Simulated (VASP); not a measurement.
Runs of VASP 6.6.1 on KCl. The structure is that of space group Pm-3m (No. 221), or close to it. The cells are those of the table. 

```csv
level,cell,k mesh,smearing,grid for exact exchange (PRECFOCK),screening parameter,gap on the mesh (eV),pressure (GPa)
PBE,"a = 3.632 Å, 2 atoms",8 × 8 × 8,fermi-dirac 0.02 eV,-,-,5.59,(a)
HSE06,"a = 3.777 Å, angles 90.3°, 2 atoms",6 × 6 × 6,gaussian 0.01 eV,Normal,0.2079 1/Å,6.34,0.6
r2SCAN,"a = 3.632 Å, 2 atoms",8 × 8 × 8,gaussian 0.01 eV,-,-,6.41,3.4
HSE06,"a = 3.632 Å, 2 atoms",6 × 6 × 6,gaussian 0.01 eV,Normal,0.2079 1/Å,(c),(b)
PBE,"a = 3.777 Å, angles 90.3°, 2 atoms",8 × 8 × 8,fermi-dirac 0.02 eV,-,-,5.01,1.0
r2SCAN,"a = 3.777 Å, angles 90.3°, 2 atoms",8 × 8 × 8,gaussian 0.01 eV,-,-,5.79,-0.1
```

Alike in all rows: task single point; potentials or basis VASP PAW PBE potentials, release 64 (K_sv, Cl); no spin polarisation; cutoff (eV) 520.

Problem. Estimate the missing entries.

Solution. (a) 4.6; (b) 4.1; (c) 6.96.

Caveats: the PAW data sets were made with another functional, which shifts forces and pressure a little (some runs).

A k mesh can miss the band edges.
